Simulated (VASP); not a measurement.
Write the native input for VASP 6.6.1 that does the following.

* Task: single point
* Functional: PBEsol
* Potentials or basis: VASP PAW PBE potentials, release 64 (Tl_d, Br)
* Cutoff: 500 eV
* k mesh: 8 × 8 × 8
* Occupations: gaussian, width 0.02 eV
* Spin: no spin polarisation
* Dipole correction: no
* Further INCAR settings: ALGO = Normal; EDIFF = 1e-06; NBANDS = 17

The structure of TlBr lies in POSCAR:

```
TlBr
1.0
    3.9395104000      0.0000000000      0.0000000000
    0.0000000000      3.9395104000      0.0000000000
    0.0000000000      0.0000000000      3.9395104000
Tl Br
1 1
Direct
    0.0000000000      0.0000000000      0.0000000000
    0.5000000000      0.5000000000      0.5000000000
```

This cell differs from its parent crystal: strained.

The input as run:

INCAR

```
SYSTEM = TlBr
ALGO = Normal ; EDIFF = 1E-6
ENCUT = 500 ; GGA = PS
GGA_COMPAT = .False. ; ISIF = 2
ISMEAR = 0 ; LASPH = .True.
LCHARG = .False. ; LREAL = .False.
LWAVE = .False. ; NBANDS = 17
NELM = 120 ; PREC = Accurate
SIGMA = 0.02
```

KPOINTS

```
k-points
0
Gamma
  8 8 8
  0 0 0
```

Potentials or basis: VASP PAW PBE potentials, release 64 (Tl_d, Br).

Launch:

```console
$ cat potpaw_PBE.64/Tl_d/POTCAR potpaw_PBE.64/Br/POTCAR > POTCAR
$ mpirun -np 1 vasp_std > vasp.out
```

Results of the run:

```json
{"Pressure": "-0.5 GPa", "Band gap on the k mesh": "1.65 eV"}
```

Caveat: the cell differs from its parent crystal (strained); the PAW data sets were made with another functional, which shifts forces and pressure a little; spin-orbit coupling is left out, which moves the levels of the heavy elements.

Wall time 47 s on 1 thread of Intel Xeon 8259CL, with other jobs on the host, peak memory 0.19 GiB.
